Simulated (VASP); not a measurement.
# Bi in VASP: notebook, part 2 of 3

VASP 6.6.1. The steps go on from the part before.

### 3 Electric field gradients, PBE (103.42 Å³/atom)

This run uses another cell than the first one.

File INCAR:

```
PREC     = Accurate       # precision mode
ENCUT    = 520            # plane-wave cutoff, eV
EDIFF    = 1E-8           # SCF threshold, eV
ISMEAR   = -1             # smearing method
SIGMA    = 0.03           # smearing width, eV
LREAL    = F              # projectors in reciprocal space
LASPH    = T              # aspherical terms in the spheres
NELM     = 100            # most SCF steps
ALGO     = Normal         # electronic algorithm
ISIF     = 2              # what is computed and relaxed
LWAVE    = F              # write WAVECAR
LCHARG   = F              # write CHGCAR
GGA      = PE             # functional
LEFG     = T            
NBANDS   = 22             # bands
```

File KPOINTS:

```
Automatic mesh
0
Gamma
  9 9 3
```

File POSCAR:

```
Bi
1.0
    4.5085362925      0.0000000000      0.0000000000
   -2.2542681463      3.9045069633      0.0000000000
    0.0000000000      0.0000000000     11.7496083461
Bi
2
Direct
    0.3333333333      0.6666666667      0.2500000000
    0.6666666667      0.3333333333      0.7500000000
```

Potentials or basis: VASP PAW PBE potentials, release 64 (Bi_d).

On the command line:

```sh
$ cat potpaw_PBE.64/Bi_d/POTCAR > POTCAR
$ mpirun -np 1 vasp_std > vasp.out
```

OUTCAR:

```text
PREC = Accurate
   ENCUT = 520
   EDIFF = 1E-8
   ISMEAR = -1
   LREAL = F
   LASPH = T
   NELM = 100
   ISIF = 2
   GGA = PE

 ion  position               nearest neighbor table
   1  0.333  0.667  0.250-
   2  0.667  0.333  0.750-

  LATTYP: Found a hexagonal cell.
 ALAT       =     4.5085362925
 C/A-ratio  =     2.6060804624

  Lattice vectors:

 A1 = (   4.5085362925,   0.0000000000,   0.0000000000)
 A2 = (  -2.2542681463,   3.9045069633,   0.0000000000)
 A3 = (   0.0000000000,   0.0000000000,  11.7496083461)

Analysis of symmetry for initial positions (statically):
=====================================================================
 Subroutine PRICEL returns:
 Original cell was already a primitive cell.

 Routine SETGRP: Setting up the symmetry group for a
 hexagonal supercell.

 Subroutine GETGRP returns: Found 24 space group operations
 (whereof 12 operations were pure point group operations)
 out of a pool of 24 trial point group operations.

The static configuration has the point symmetry D_3d.
 The point group associated with its full space group is D_6h.

Analysis of symmetry for dynamics (positions and initial velocities):
=====================================================================
 Subroutine PRICEL returns:
 Original cell was already a primitive cell.

 Routine SETGRP: Setting up the symmetry group for a
 hexagonal supercell.

 Subroutine GETGRP returns: Found 24 space group operations
 (whereof 12 operations were pure point group operations)
 out of a pool of 24 trial point group operations.

The dynamic configuration has the point symmetry D_3d.
 The point group associated with its full space group is D_6h.

 Subroutine INISYM returns: Found 24 space group operations
 (whereof 12 operations are pure point group operations),
 and found     1 'primitive' translations

----------------------------------------------------------------------------------------

                                     Primitive cell

  volume of cell :     206.8355

  direct lattice vectors                    reciprocal lattice vectors
     4.508536292  0.000000000  0.000000000     0.221801475  0.128057141  0.000000000
    -2.254268146  3.904506963  0.000000000     0.000000000  0.256114283  0.000000000
     0.000000000  0.000000000 11.749608346     0.000000000  0.000000000  0.085109220

  length of vectors
     4.508536292  4.508536293 11.749608346     0.256114283  0.256114283  0.085109220

  position of ions in fractional coordinates (direct lattice)
     0.333333333  0.666666667  0.250000000
     0.666666667  0.333333333  0.750000000

  ion indices of the primitive-cell ions
   primitive index   ion index
                 1           1
                 2           2

----------------------------------------------------------------------------------------

 KPOINTS: Automatic mesh

Automatic generation of k-mesh.
 Grid dimensions read from file:
 generate k-points for:    9    9    3

 Generating k-lattice:

[... 66 lines left out ...]
   ISIF   =      2    stress and relaxation
   ISYM   =      2    0-nonsym 1-usesym 2-fastsym
   POTIM  = 0.5000    time-step for ionic-motion
   TEBEG  =    0.0;   TEEND  =   0.0 temperature during run
   PSTRESS=    0.0 pullay stress
   NELECT =      30.0000    total number of electrons
   NUPDOWN=      -1.0000    fix difference up-down
   EMIN   =  10.00;   EMAX   =-10.00  energy-range for DOS
   EFERMI =   0.00;   METHOD = LEGACY
   ISMEAR =    -1;   SIGMA  =   0.03  broadening in eV -4-tet -1-fermi 0-gaus
   EFERMI_NEDOS =   21; number of points for ismear=-14 and -15
   IALGO  =     38    algorithm
   IMIX   =      4    mixing-type and parameters
     AMIX     =   0.40;   BMIX     =  1.00
     AMIX_MAG =   1.60;   BMIX_MAG =  1.00
  volume/ion in A,a.u.               =     103.42       697.90
  Fermi-wavevector in a.u.,A,eV,Ry     =   0.860149  1.625445 10.066349  0.739856
  Thomas-Fermi vector in A             =   1.977610
   LORBIT       =      0    0 simple, 1 ext, 2 COOP (PROOUT), +10 PAW based schemes
   GGA     = PE    functional components
   LHFCALC =     F    Hartree Fock is set to
   AEXX    =    0.0000 exact exchange contribution
   IVDW    =     0    specifies the selected vdW correction
   LEPSILON=     F    determine dielectric tensor
   LRPA    =     F    only Hartree local field effects (RPA)
 non-spin polarized calculation
  energy-cutoff  :      520.00
  volume of cell :      206.84
 maximum number of plane-waves:      5612
 NGX is ok and might be reduce to    36
   NGX = 17   NGY = 17   NGZ = 43

 number of electron      29.9999997 magnetization

 Free energy of the ion-electron system (eV)
  ---------------------------------------------------
  ext. energy  EPLUGINS =         0.00000000
  ---------------------------------------------------
  free energy    TOTEN  =        -3.30880967 eV

  energy without entropy =       -3.28742007  energy(sigma->0) =       -3.29811487

 E-fermi :  -0.9749     XC(G=0):  -5.3778

 val. band max:       -0.9760533152   @ k =   0.3333   0.1111   0.3333
 cond. band min:      -0.9739936516   @ k =   0.3333  -0.0000   0.3333
 fundamental gap:      0.0020596635
 Fermi energy:        -0.9748842398

 k-point     1 :       0.0000    0.0000    0.0000
  band No.  band energies     occupation
      1     -23.7994      2.00000
      2     -23.7994      2.00000
      3     -23.7940      2.00000
      4     -23.7940      2.00000
      5     -23.7940      2.00000
      6     -23.7940      2.00000
[... 589 lines left out ...]
     21       4.6081      0.00000
     22       5.1357      0.00000

------------------------ aborting loop because EDIFF is reached ----------------------------------------

  FORCE on cell =-STRESS in cart. coord.  units (eV):
  Direction    XX          YY          ZZ          XY          YZ          ZX
  --------------------------------------------------------------------------------------
  -------------------------------------------------------------------------------------
  Total       -6.3478648     -6.3478648     -0.4700122      0.0000000     -0.0000000     -0.0000000
  in kB      -49.1714587    -49.1714587     -3.6407811      0.0000000     -0.0000000     -0.0000000
  external PRESSURE =     -33.9945662 kB  Pullay stress =       0.0000000 kB

 VOLUME and BASIS-vectors are now :
 -----------------------------------------------------------------------------
  energy-cutoff  :      520.00
  volume of cell :      206.84
      direct lattice vectors                 reciprocal lattice vectors
     4.508536292  0.000000000  0.000000000     0.221801475  0.128057141  0.000000000
    -2.254268146  3.904506963  0.000000000     0.000000000  0.256114283  0.000000000
     0.000000000  0.000000000 11.749608346     0.000000000  0.000000000  0.085109220

 POSITION                                       TOTAL-FORCE (eV/Angst)
 -----------------------------------------------------------------------------------
     -0.00000      2.60300      2.93740         0.000000     -0.000000      0.000000
      2.25427      1.30150      8.81221        -0.000000      0.000000      0.000000
 -----------------------------------------------------------------------------------
    total drift:                               -0.000000      0.000000      0.000000

  FREE ENERGIE OF THE ION-ELECTRON SYSTEM (eV)
  ---------------------------------------------------
  free  energy   TOTEN  =        -3.3088096657 eV

  energy  without entropy=       -3.2874200669  energy(sigma->0) =       -3.29811487

 Electric field gradients (V/A^2)
---------------------------------------------------------------------
 ion       V_xx      V_yy      V_zz      V_xy      V_xz      V_yz
---------------------------------------------------------------------
   1      65.552    65.554  -131.106     0.002     0.000    -0.000
   2      65.552    65.554  -131.106     0.002    -0.000     0.000
---------------------------------------------------------------------

 Electric field gradients after diagonalization (V/A^2)
 (convention: |V_zz| > |V_xx| > |V_yy|)
----------------------------------------------------------------------
 ion       V_xx      V_yy      V_zz     asymmetry (V_yy - V_xx)/ V_zz
----------------------------------------------------------------------
   1      65.555    65.551  -131.106       0.000
   2      65.555    65.551  -131.106       0.000
----------------------------------------------------------------------

           NMR quadrupolar parameters

 Cq : quadrupolar parameter    Cq=e*Q*V_zz/h
 eta: asymmetry parameters     (V_yy - V_xx)/ V_zz
 Q  : nuclear electric quadrupole moment in mb (millibarn)
----------------------------------------------------------------------
 ion       Cq(MHz)       eta       Q (mb)
----------------------------------------------------------------------
   1      -0.317       0.000       1.000
   2      -0.317       0.000       1.000
----------------------------------------------------------------------
```

Wall time 3.2 min (1 thread of Intel Xeon Platinum 8175M at 2.50GHz (Skylake/Cascade Lake), shared host); peak memory 0.36 GiB.

What came out:

- Free energy: -3.3088 eV
- Pressure: -3.4 GPa
- Band gap on the k mesh: zero (bands 15 and 16 overlap by 2.20 eV)
- Largest electric field gradient by atom: Bi -131.1 V/Å²

Electric field gradients, principal values (V/Å²):
```tsv
atom	least	middle	greatest (by size)
1 Bi	65.551	65.555	-131.106
2 Bi	65.551	65.555	-131.106
```

Caveat: the cell stands under tension; without QUAD_EFG the Cq values of the log hold for a quadrupole moment of 1 mb, not for the nuclei; spin-orbit coupling is left out, which moves the levels of the heavy elements.

### 4 Electric field gradients, PBE (104.47 Å³/atom)

This run uses another cell than the first one.

File INCAR:

```
SYSTEM = Bi
ALGO = Normal
EDIFF = 1E-8
ENCUT = 520
GGA = PE
ISIF = 2
ISMEAR = -1
LASPH = .TRUE.
LCHARG = .FALSE.
LEFG = .TRUE.
LREAL = .FALSE.
LWAVE = .FALSE.
NBANDS = 22
NELM = 100
PREC = Accurate
SIGMA = 0.03
```

File KPOINTS:

```
k-points
0
G
  9 9 3
  0 0 0
```

File POSCAR:

```
Bi
1.0
    4.5238195833      0.0000000000      0.0000000000
   -2.2619097917      3.9177426814      0.0000000000
    0.0000000000      0.0000000000     11.7894378316
Bi
2
Direct
    0.3333333333      0.6666666667      0.2500000000
    0.6666666667      0.3333333333      0.7500000000
```

Potentials or basis: VASP PAW PBE potentials, release 64 (Bi_d).

On the command line:

```sh
$ cat potpaw_PBE.64/Bi_d/POTCAR > POTCAR
$ mpirun -np 1 vasp_std > vasp.out
```

OUTCAR:

```text
SYSTEM = Bi
   EDIFF = 1E-8
   ENCUT = 520
   GGA = PE
   ISIF = 2
   ISMEAR = -1
   LASPH = .TRUE.
   LREAL = .FALSE.
   NELM = 100
   PREC = Accurate

 ion  position               nearest neighbor table
   1  0.333  0.667  0.250-
   2  0.667  0.333  0.750-

  LATTYP: Found a hexagonal cell.
 ALAT       =     4.5238195833
 C/A-ratio  =     2.6060804624

  Lattice vectors:

 A1 = (   4.5238195833,   0.0000000000,   0.0000000000)
 A2 = (  -2.2619097917,   3.9177426814,   0.0000000000)
 A3 = (   0.0000000000,   0.0000000000,  11.7894378316)

Analysis of symmetry for initial positions (statically):
=====================================================================
 Subroutine PRICEL returns:
 Original cell was already a primitive cell.

 Routine SETGRP: Setting up the symmetry group for a
 hexagonal supercell.

 Subroutine GETGRP returns: Found 24 space group operations
 (whereof 12 operations were pure point group operations)
 out of a pool of 24 trial point group operations.

The static configuration has the point symmetry D_3d.
 The point group associated with its full space group is D_6h.

Analysis of symmetry for dynamics (positions and initial velocities):
=====================================================================
 Subroutine PRICEL returns:
 Original cell was already a primitive cell.

 Routine SETGRP: Setting up the symmetry group for a
 hexagonal supercell.

 Subroutine GETGRP returns: Found 24 space group operations
 (whereof 12 operations were pure point group operations)
 out of a pool of 24 trial point group operations.

[... 152 lines left out ...]
 fundamental gap:      0.0012801300
 Fermi energy:        -1.0133382974

 k-point     1 :       0.0000    0.0000    0.0000
  band No.  band energies     occupation
      1     -23.8371      2.00000
      2     -23.8370      2.00000
      3     -23.8320      2.00000
      4     -23.8320      2.00000
      5     -23.8320      2.00000
      6     -23.8320      2.00000
[... 589 lines left out ...]
     21       4.5662      0.00000
     22       5.0902      0.00000

------------------------ aborting loop because EDIFF is reached ----------------------------------------

  FORCE on cell =-STRESS in cart. coord.  units (eV):
  Direction    XX          YY          ZZ          XY          YZ          ZX
  --------------------------------------------------------------------------------------
  -------------------------------------------------------------------------------------
  Total       -6.3155848     -6.3155848     -0.4611864      0.0000000      0.0000000      0.0000000
  in kB      -48.4272569    -48.4272569     -3.5363298      0.0000000      0.0000000      0.0000000
  external PRESSURE =     -33.4636145 kB  Pullay stress =       0.0000000 kB

 VOLUME and BASIS-vectors are now :
 -----------------------------------------------------------------------------
  energy-cutoff  :      520.00
  volume of cell :      208.95
      direct lattice vectors                 reciprocal lattice vectors
     4.523819583  0.000000000  0.000000000     0.221052140  0.127624513  0.000000000
    -2.261909792  3.917742681  0.000000000     0.000000000  0.255249025  0.000000000
     0.000000000  0.000000000 11.789437832     0.000000000  0.000000000  0.084821687

 POSITION                                       TOTAL-FORCE (eV/Angst)
 -----------------------------------------------------------------------------------
     -0.00000      2.61183      2.94736        -0.000000      0.000000      0.000000
      2.26191      1.30591      8.84208         0.000000     -0.000000      0.000000
 -----------------------------------------------------------------------------------
    total drift:                               -0.000000      0.000000     -0.000000

  FREE ENERGIE OF THE ION-ELECTRON SYSTEM (eV)
  ---------------------------------------------------
  free  energy   TOTEN  =        -3.2646934377 eV

  energy  without entropy=       -3.2429254040  energy(sigma->0) =       -3.25380942

 Electric field gradients (V/A^2)
---------------------------------------------------------------------
 ion       V_xx      V_yy      V_zz      V_xy      V_xz      V_yz
---------------------------------------------------------------------
   1      66.340    66.342  -132.683     0.002     0.000    -0.000
   2      66.340    66.342  -132.683     0.002    -0.000     0.000
---------------------------------------------------------------------

 Electric field gradients after diagonalization (V/A^2)
 (convention: |V_zz| > |V_xx| > |V_yy|)
----------------------------------------------------------------------
 ion       V_xx      V_yy      V_zz     asymmetry (V_yy - V_xx)/ V_zz
----------------------------------------------------------------------
   1      66.343    66.340  -132.683       0.000
   2      66.343    66.340  -132.683       0.000
----------------------------------------------------------------------

           NMR quadrupolar parameters

 Cq : quadrupolar parameter    Cq=e*Q*V_zz/h
 eta: asymmetry parameters     (V_yy - V_xx)/ V_zz
 Q  : nuclear electric quadrupole moment in mb (millibarn)
----------------------------------------------------------------------
 ion       Cq(MHz)       eta       Q (mb)
----------------------------------------------------------------------
   1      -0.321       0.000       1.000
   2      -0.321       0.000       1.000
----------------------------------------------------------------------
```

OSZICAR:

```text
N       E                     dE             d eps       ncg     rms          rms(c)
DAV:   1     0.259778685203E+03    0.25978E+03   -0.14359E+04  1144   0.117E+03
DAV:   2     0.169742057747E+02   -0.24280E+03   -0.23914E+03  1152   0.316E+02
DAV:   3    -0.258720631323E+01   -0.19561E+02   -0.19294E+02  1236   0.117E+02
DAV:   4    -0.325107569492E+01   -0.66387E+00   -0.66200E+00  1312   0.237E+01
DAV:   5    -0.327359609842E+01   -0.22520E-01   -0.22519E-01  1534   0.406E+00    0.788E-01
DAV:   6    -0.326122408516E+01    0.12372E-01   -0.34685E-02  1240   0.141E+00    0.503E-01
DAV:   7    -0.326316397119E+01   -0.19399E-02   -0.40050E-02  1212   0.123E+00    0.128E-01
DAV:   8    -0.326432924744E+01   -0.11653E-02   -0.29879E-03  1146   0.650E-01    0.518E-02
DAV:   9    -0.326460940701E+01   -0.28016E-03   -0.23354E-04  1236   0.815E-02    0.238E-02
DAV:  10    -0.326468725207E+01   -0.77845E-04   -0.78759E-05  1276   0.387E-02    0.322E-03
DAV:  11    -0.326469303078E+01   -0.57787E-05   -0.60100E-06  1182   0.174E-02    0.163E-03
DAV:  12    -0.326469336885E+01   -0.33807E-06   -0.12639E-06  1146   0.978E-03    0.573E-04
DAV:  13    -0.326469340354E+01   -0.34694E-07   -0.85414E-08  1014   0.172E-03    0.273E-04
DAV:  14    -0.326469342922E+01   -0.25679E-07   -0.33918E-08   930   0.117E-03    0.131E-04
DAV:  15    -0.326469343772E+01   -0.84942E-08   -0.25525E-09   864   0.337E-04
   1 F= -.32646934E+01 E0= -.32538094E+01  d E =-.217680E-01
```

stdout:

```text
POSCAR found type information on POSCAR Bi
 POSCAR found :  1 types and       2 ions
 scaLAPACK will be used
 LDA part: xc-table for (Slater+PW92), standard interpolation
 POSCAR, INCAR and KPOINTS ok, starting setup
 FFT: planning ... GRIDC
 FFT: planning ... GRID_SOFT
 FFT: planning ... GRID
 WAVECAR not read
 entering main loop
ion   1

ion   2
```

Run time: 3.2 min. Hardware: 1 thread of Intel Xeon Platinum 8175M at 2.50GHz (Skylake/Cascade Lake), shared host; peak memory 0.36 GiB.

Results:

```yaml
Free_energy: -3.2647 eV
Pressure: -3.3 GPa
Band_gap_on_the_k_mesh: zero (bands 15 and 16 overlap by 2.17 eV)
Largest_electric_field_gradient_by_atom: Bi -132.7 V/Å²
```

Stress tensor (GPa, compression positive):
```
-4.84  0.00  0.00
 0.00 -4.84  0.00
 0.00  0.00 -0.35
```

Electric field gradients, principal values (V/Å²):
```tsv
atom	least	middle	greatest (by size)
1 Bi	66.340	66.343	-132.683
2 Bi	66.340	66.343	-132.683
```

Caveat: the cell stands under tension; without QUAD_EFG the Cq values of the log hold for a quadrupole moment of 1 mb, not for the nuclei; spin-orbit coupling is left out, which moves the levels of the heavy elements.

(Part 2 of 3 ends here.)
